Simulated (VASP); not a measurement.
Input of a VASP 6.6.1 run:

The input INCAR:

```
SYSTEM = WC
PREC = Accurate ; ENCUT = 520
EDIFF = 1E-6 ; ISMEAR = -1
SIGMA = 0.36 ; LREAL = .False.
LASPH = .True. ; NELM = 120
ALGO = Normal ; ISIF = 2
LWAVE = .False. ; LCHARG = .True.
LELF = .True. ; LVHAR = .True.
NBANDS = 86 ; GGA_COMPAT = .False.
```

The input KPOINTS:

```
regular mesh
0
Gamma
  2 2 2
  0 0 0
```

File POSCAR:

```
WC
1.0
   -2.9872640000     -5.1740930000      0.0000000000
    4.4808960000     -2.5870460000      0.0000000000
    0.0000000000      0.0000000000      5.8424990000
W C
8 8
Direct
    0.7247816421      0.4524126664     -0.0464698411
    0.7144317665      0.4121935203      0.4468464607
    0.5022044356     -0.0265756600     -0.0423448939
    0.4833308530     -0.0185148557      0.4404450904
    0.2015910558      0.4701304613     -0.0355840882
    0.2459364765      0.4781135698      0.4717673037
   -0.0124450209     -0.0013561044     -0.0343517389
   -0.0245452651     -0.0415147298      0.4740094949
    0.4285581778      0.6543370827      0.2195635806
    0.4909142868      0.6712922094      0.7352504468
    0.2281217046      0.1227566441      0.3043389481
    0.2756191698      0.1634376749      0.7345486923
   -0.0588447786      0.6160185622      0.1950021729
   -0.0170449621      0.6504686113      0.7052461626
    0.7545138845      0.0958139097      0.2025160809
    0.7328874936      0.1194690584      0.7034832184
```

Potentials or basis: VASP PAW LDA potentials, release 64 (W_sv, C).

Launch:

```console
$ cat potpaw_LDA.64/W_sv/POTCAR potpaw_LDA.64/C/POTCAR > POTCAR
$ mpirun -np 1 vasp_std > vasp.out
```

Question: Estimate the largest force.

Answer: 6.604 eV/Å.

Question: What does it give for the pressure?

Answer: -16.6 GPa.

Stress tensor (GPa, compression positive):
```
-12.71   1.99   0.58
  1.99 -14.76   0.32
  0.58   0.32 -22.44
```

Caveat: the k points lie up to 0.61 Å⁻¹ apart; so wide a smearing shifts energies and pressures; forces of over 1 eV/Å act on the atoms, so gaps and moduli don't describe the material at rest.
